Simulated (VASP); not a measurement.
Wanted: the native input for a VASP 6.6.1 run.

| Item | Value |
| --- | --- |
| Task | relaxation of cell and atoms |
| Functional | PBE |
| Potentials or basis | VASP PAW PBE potentials, release 64 (Tb_3, Ga_d, O), 4f in core |
| Cutoff | 600 eV |
| k mesh | 4 × 4 × 5 |
| Occupations | gaussian, width 0.2 eV |
| Spin | no spin polarisation |
| Dipole correction | no |
| Further INCAR settings | ALGO = Normal; EDIFF = 1e-07; IBRION = 2; EDIFFG = -0.08; NSW = 36; ISIF = 3 |

The structure of TbGa2O3 lies in POSCAR:

```
TbGa2O3
1.0
    2.7831470500     -4.8047986500      0.0000000000
    2.7831470500      4.8047986500      0.0000000000
   -0.0196538400      0.0000000000      3.2173370000
Tb Ga O
1 2 3
Direct
    0.0000000000      0.0000000000      0.0000000000
    0.6639999900      0.3360000100      0.0000000000
    0.3360000100      0.6639999900      0.0000000000
    0.5000000000      0.5000000000      0.5000000000
    0.0000000000      0.5000000000      0.5000000000
    0.5000000000      0.0000000000      0.5000000000
```

The cell was generated, and may not be a known phase.

The input as run:

INCAR

```
  PREC = Accurate
  ENCUT = 600
  EDIFF = 1E-7
  ISMEAR = 0
  SIGMA = 0.2
  LREAL = F
  LASPH = T
  NELM = 200
  ALGO = Normal
  ISIF = 3
  LWAVE = F
  LCHARG = F
  GGA = PE
  IBRION = 2
  NSW = 36
  EDIFFG = -0.08
  GGA_COMPAT = F
  NELMIN = 4
  LMAXMIX = 6
```

KPOINTS

```
Automatic mesh
0
Gamma
  4 4 5
```

Potentials or basis: VASP PAW PBE potentials, release 64 (Tb_3, Ga_d, O), 4f in core.

Launch:

```sh
$ cat potpaw_PBE.64/Tb_3/POTCAR potpaw_PBE.64/Ga_d/POTCAR potpaw_PBE.64/O/POTCAR > POTCAR
$ mpirun -np 1 vasp_std > vasp.out
```

It gave:

```json
{
 "Relaxed volume": "13.32 Å³/atom",
 "Relaxed cell": "a = 5.590 Å, b = 5.590 Å, c = 2.951 Å, α = 90.56°, β = 90.56°, γ = 119.90°",
 "Space group after relaxing (to 0.1 Å)": "C2/m (No. 12)",
 "Energy gained by relaxing": "60.3 meV/atom",
 "Ionic steps": "7",
 "Pressure after relaxing": "-0.2 GPa",
 "Largest force after relaxing": "0.018 eV/Å",
 "Band gap on the k mesh": "zero (an odd number of electrons rules out a gap without spin polarisation)"
}
```

Caveat: the k points lie up to 0.43 Å⁻¹ apart in the final cell, too coarse for converged energies and pressures of a metal; spin-orbit coupling is left out, which moves the levels of the heavy elements; the 4f electrons are frozen in the core, so they carry no moment and show no levels; an odd number of electrons without spin polarisation forces a metal; a magnetic or distorted state may lie lower; the run has no spin polarisation, though such a crystal can be magnetic.

Wall time 6 min on 1 thread of Intel(R) Xeon(R) 6975P-C (Granite Rapids) (shared host), peak memory 0.31 GiB.
